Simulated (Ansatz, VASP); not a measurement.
**AlIn2As3 in VASP and in Ansatz**

```
Al In As
1.0
    -0.00011   -4.26117   -0.00004
     8.51435    0.00020    0.00037
    -2.12809    2.13076    9.05395
Al In As
2 4 6
Cartesian
  -0.0003 -0.0007 -0.0006
  4.2570 0.0001 0.0000
  2.1288 -2.1308 2.9421
  6.3859 -2.1300 2.9428
  0.0007 0.0006 6.1106
  4.2574 0.0004 6.1110
  2.1290 0.0003 7.7148
  6.3864 -0.0002 7.7145
  2.1284 -0.0003 1.3404
  6.3857 0.0005 1.3410
  0.0004 -2.1301 4.5273
  4.2572 -2.1303 4.5277
```

Change from the starting cell: cell x2, atoms moved at random (sigma 0.05 Å) and cell strained at random (1.5 %), then relaxed without symmetry.

Alike in both runs: functional PBE; k mesh 6 × 4 × 6; occupations gaussian, width 0.2 eV; no spin polarisation.

Ansatz relaxed the structure, and its values are those at the end. VASP's run is a single point on that final structure, the one shown.

|  | VASP | Ansatz |
| --- | --- | --- |
| version | VASP 6.6.1 | Ansatz 0.2.0 |
| potentials or method | VASP PAW PBE potentials, release 64 (Al, In_d, As), cutoff 520 eV | scalar-relativistic, plane waves, PAW |
| valence electrons in the cell | 88 | 148 |

```csv
,VASP,Ansatz,Ansatz less VASP
pressure (GPa),0.1,0.0,-0.08
rms of the force components (eV/Å),0.003,0.003,-0.0004
```

VASP's potentials hold 88 valence electrons a cell and Ansatz's 148, so a difference there can come from the potentials and not from the codes.
